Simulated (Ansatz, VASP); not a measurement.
**Ta: VASP beside Ansatz**

```xyz
1
Lattice="-1.6017 1.6017 1.6760 1.6017 -1.6017 1.6760 1.6017 1.6017 -1.6760" Properties=species:S:1:pos:R:3 pbc="T T T"
Ta    0.0000    0.0000    0.0000
```

Change from the starting cell: strain -0.030 along x and y, +0.015 along z, atoms carried along.

Alike in both runs: task single point; functional PBE; k mesh 20 × 20 × 20; occupations gaussian, width 0.15 eV; no spin polarisation.

```csv
,VASP,Ansatz
version,VASP 6.6.1,Ansatz 0.2.0
potentials or method,"VASP PAW PBE potentials, release 64 (Ta_pv), cutoff 520 eV","scalar-relativistic, plane waves, PAW"
valence electrons in the cell,11,13
```

Ansatz gave:

- gap on the k mesh at the Fermi level (eV): none
- pressure (GPa): 13.7
- traceless stress, the component that is largest in VASP (GPa): -3.88

Task: Estimate VASP's values.

Result: gap on the k mesh at the Fermi level (eV): none; pressure (GPa): 13.9; traceless stress, the component that is largest in VASP (GPa): -3.87.

A gap of «none» marks a metal or a gap that the smearing closes. The functional is the same, so the differences come from potentials, cutoffs and numerics. VASP's potentials hold 11 valence electrons a cell and Ansatz's 13, so a difference there can come from the potentials and not from the codes.

Neither program's run includes spin-orbit coupling.
